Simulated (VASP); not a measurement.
## Ti: relaxation of cell and atoms with r2SCAN

The system is Ti.

```
Ti
1.0
     0.00000    2.06500    2.06500
     2.06500    0.00000    2.06500
     2.06500    2.06500    0.00000
Ti
1
Direct
  0.00000 0.00000 0.00000
```

This isn't the form of Ti at room conditions, which is hcp.

| Property | Result |
| --- | --- |
| Program | VASP 6.6.1 |
| Task | relaxation of cell and atoms |
| Functional | r2SCAN |
| Potentials or basis | VASP PAW PBE potentials, release 64 (Ti_sv) |
| Cutoff | 550 eV |
| k mesh | 7 × 7 × 7 |
| Occupations | methfessel-paxton, width 0.05 eV |
| Spin | no spin polarisation |
| Target pressure | 40 GPa |
| Dipole correction | no |
| Further INCAR settings | ALGO = Normal; EDIFF = 1e-07; IBRION = 2; EDIFFG = -0.01; NSW = 60; ISIF = 3 |

```json
{
 "Relaxed volume": "13.67 Å³/atom",
 "Relaxed cell": "a = 2.684 Å, b = 2.684 Å, c = 2.684 Å, α = 60.00°, β = 60.00°, γ = 60.00°",
 "Space group after relaxing (to 0.1 Å)": "Fm-3m (No. 225)",
 "Energy change on relaxing (the run minimises the enthalpy)": "+403.6 meV/atom",
 "Ionic steps": "5",
 "Pressure after relaxing": "40.1 GPa",
 "Band gap on the k mesh": "zero (bands 6 and 7 overlap by 1.41 eV)"
}
```

Step by step:
```tsv
step	energy change (eV)	largest force (eV/Å)	pressure (GPa)	volume (Å³)
1	0.0000	0.0000	-0.90	17.61
2	4.0664	0.0000	232.54	8.46
3	0.2779	0.0000	31.32	14.24
4	0.3812	0.0000	38.52	13.77
5	0.4036	0.0000	40.06	13.67
```

Final structure:
```cif
data_structure
_symmetry_space_group_name_H-M 'P 1'
_symmetry_Int_Tables_number 1
_cell_length_a 2.6841
_cell_length_b 2.6841
_cell_length_c 2.6841
_cell_angle_alpha 60.000
_cell_angle_beta 60.000
_cell_angle_gamma 60.000
_cell_volume 13.67
loop_
_atom_site_label
_atom_site_type_symbol
_atom_site_fract_x
_atom_site_fract_y
_atom_site_fract_z
_atom_site_occupancy
Ti1 Ti 0.00000 0.00000 0.00000 1
```

Levels at points of the mesh, in eV from the Fermi level:
| k point | band 3 | band 4 | band 5 | band 6 | band 7 | band 8 | band 9 | band 10 |
| --- | --- | --- | --- | --- | --- | --- | --- | --- |
| (0.00, 0.00, 0.00) | -33.10 | -33.10 | -6.86 | 1.11 | 1.11 | 1.11 | 3.52 | 3.52 |

Run time: 100 s on 1 thread of Intel(R) Xeon(R) Platinum 8488C (Sapphire Rapids), with other jobs on the host, peak memory 0.16 GiB.

Caveat: the k points lie up to 0.41 Å⁻¹ apart in the final cell, too coarse for converged energies and pressures of a metal; the cell is relaxed towards a set pressure, so the run minimises the enthalpy, not the energy; the volume moved by over 15 % at a fixed basis, so the end points are rough; the PAW data sets were made with another functional, which shifts forces and pressure a little.
